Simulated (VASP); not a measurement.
A run of VASP 6.6.1 is set up as follows.

INCAR

```
  PREC = Accurate
  ENCUT = 600
  EDIFF = 1E-6
  ISMEAR = -1
  SIGMA = 0.05
  LREAL = False
  LASPH = True
  NELM = 150
  ALGO = Normal
  ISIF = 3
  LWAVE = False
  LCHARG = False
  LMAXMIX = 4
  LDAU = True
  LDAUTYPE = 2
  LDAUL = 2 -1
  LDAUU = 1 0
  LDAUJ = 0 0
  LDAUPRINT = 1
  GGA = PS
  IBRION = 2
  NSW = 60
  EDIFFG = -0.01
```

The input KPOINTS:

```
Automatic mesh
0
Gamma
  6 6 9
```

File POSCAR:

```
TiO2
1.0
    4.5998373239      0.0000000000      0.0000000000
    0.0000000000      4.5998373239      0.0000000000
    0.0000000000      0.0000000000      2.9592135600
Ti O
2 4
Direct
    0.0000000000      0.0000000000      0.5000000000
    0.5000000000      0.5000000000      0.0000000000
    0.3043213200      0.3043213200      0.5000000000
    0.1956786800      0.8043213200      0.0000000000
    0.8043213200      0.1956786800      0.0000000000
    0.6956786800      0.6956786800      0.5000000000
```

Potentials or basis: VASP PAW PBE potentials, release 64 (Ti_sv, O).

The run is started by

```sh
$ cat potpaw_PBE.64/Ti_sv/POTCAR potpaw_PBE.64/O/POTCAR > POTCAR
$ mpirun -np 1 vasp_std > vasp.out
```

Q: Predict the relaxed cell.

A: a = 4.598 Å, b = 4.598 Å, c = 2.956 Å, α = 90.00°, β = 90.00°, γ = 90.00°.

Q: Estimate the band gap on the k mesh.

A: 1.93 eV.

Q: What does it give for the space group after relaxing (to 0.1 Å)?

A: P4_2/mnm (No. 136).

Q: Estimate the relaxed volume.

A: 10.41 Å³/atom.

Final structure:
```
Ti O
1.0
     4.59766    0.00000    0.00000
     0.00000    4.59766    0.00000
     0.00000    0.00000    2.95613
Ti O
2 4
Direct
  0.00000 0.00000 0.50000
  0.50000 0.50000 0.00000
  0.30438 0.30438 0.50000
  0.19562 0.80438 0.00000
  0.80438 0.19562 0.00000
  0.69562 0.69562 0.50000
```

Caveat: the PAW data sets were made with another functional, which shifts forces and pressure a little. A k mesh can miss the band edges.
